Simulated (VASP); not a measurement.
A run of VASP 6.6.1 is set up as follows.

Contents of INCAR:

```
PREC     = Accurate       # precision mode
ENCUT    = 520            # plane-wave cutoff, eV
EDIFF    = 1E-7           # SCF threshold, eV
ISMEAR   = 0              # smearing method
SIGMA    = 0.05           # smearing width, eV
LREAL    = Auto         
LASPH    = True           # aspherical terms in the spheres
NELM     = 100            # most SCF steps
ALGO     = Normal         # electronic algorithm
ISIF     = 2              # what is computed and relaxed
LWAVE    = False          # write WAVECAR
LCHARG   = False          # write CHGCAR
GGA      = PE             # functional
IVDW     = 12             # dispersion correction
NELECT   = 184.0        
NBANDS   = 116            # bands
```

KPOINTS

```
regular mesh
0
Gamma
  2 2 2
```

File POSCAR:

```
Si12NO22
1.0
   -2.4457500000      4.2361630000      5.3885000000
    4.8915000000      0.0000000000      5.3885000000
    4.8915000000      8.4723270000      0.0000000000
Si O N
12 22 1
Direct
    0.0846521200      0.5592743902      0.9581380442
    0.4101214872      0.9313349478      0.0317660697
    0.0153049466      0.0067171374      0.2623817224
    0.0776244157      0.5823510877      0.4518089685
    0.3991050563      1.0020698533      0.5129411232
    0.0219323131     -0.0321293995      0.7624370668
    0.6261136627      0.0639284641      0.1831191677
    0.8918468201      0.4293019226      0.2862708792
    0.5102396886      0.3989456135      0.5104293673
    0.6009173919      0.0910046643      0.7148478781
    0.9039232671      0.4258406746      0.7777024779
    0.4941707927      0.4948118556      0.0208412603
    0.3075223926      0.4597801962      0.9856669860
    0.9103051211      0.4958956769      0.1095520897
    0.9232611457      0.1874076860      0.3464275275
    0.2004214750      0.0547439700      0.1183227422
    0.5946623498      0.9858767612      0.0580321506
    0.5677597772      0.3054567023      0.1540552010
    0.2910954748      0.4515527575      0.4917555850
    0.9017023012      0.5461399555      0.6035598100
    0.9694719646      0.1868203245      0.7943294368
    0.5482104154      1.1133538418      0.5452056232
    0.5602268644      0.3386423942      0.6717132950
    0.8495889369      0.9666237382      0.2054795312
    0.4711268103     -0.0151012002      0.3453560088
    0.6597333145      0.5195919151      0.3771006647
    0.0538058642      0.4979521389      0.3264689369
    0.0896998469      0.8123667765      0.3882431388
    0.8242479884      0.9655315421      0.7126619604
    0.4275395609      0.0081187856      0.8507880693
    0.4270808545      0.6924752372      0.0847601711
    0.6782005531      0.5060722501      0.8718179681
    0.0689686751      0.4795685802      0.8270296284
    0.0333736055      0.8017795911      0.9208965810
    0.2291935007     -0.0971742003      0.6325324757
```

Potentials or basis: VASP PAW PBE potentials, release 64 (Si, O, N).

Launch:

```bash
$ cat potpaw_PBE.64/Si/POTCAR potpaw_PBE.64/O/POTCAR potpaw_PBE.64/N/POTCAR > POTCAR
$ mpirun -np 1 vasp_std > vasp.out
```

**Question.** What does it give for the dispersion energy per atom?

**Answer.** -0.147 eV.

**Question.** Estimate the largest force.

**Answer.** 0.313 eV/Å.

Forces in eV/Å, atoms in the order of the input:
```
Si  -0.017  0.000  0.015
Si  -0.010 -0.001 -0.013
Si  -0.048  0.020  0.015
Si  -0.031  0.018  0.013
Si   0.050 -0.043  0.031
Si   0.062  0.010  0.054
Si  -0.055  0.024 -0.030
Si  -0.026 -0.016  0.003
Si  -0.253 -0.075 -0.167
Si  -0.020  0.033 -0.020
Si   0.075 -0.031  0.011
Si   0.039  0.031 -0.008
O    0.027  0.003  0.002
O   -0.050 -0.024  0.008
O   -0.058  0.022  0.023
O   -0.014 -0.017  0.014
O   -0.012 -0.017  0.010
O    0.005  0.003 -0.030
O    0.004 -0.020 -0.090
O    0.053 -0.015  0.008
O    0.134 -0.004 -0.053
O    0.073 -0.048  0.086
O    0.019  0.063  0.026
O   -0.016  0.002  0.030
O   -0.082  0.040  0.038
O   -0.148 -0.054 -0.078
O    0.035 -0.016 -0.022
O   -0.058 -0.002  0.019
O   -0.020  0.062  0.013
O   -0.037  0.012 -0.051
O    0.016  0.036 -0.023
O    0.074  0.019  0.037
O    0.031 -0.031  0.047
O    0.040  0.025  0.023
N    0.219 -0.009  0.057
```

Caveat: the k points lie up to 0.47 Å⁻¹ apart; the cell carries a net charge on a neutralising background, which shifts energy and pressure.
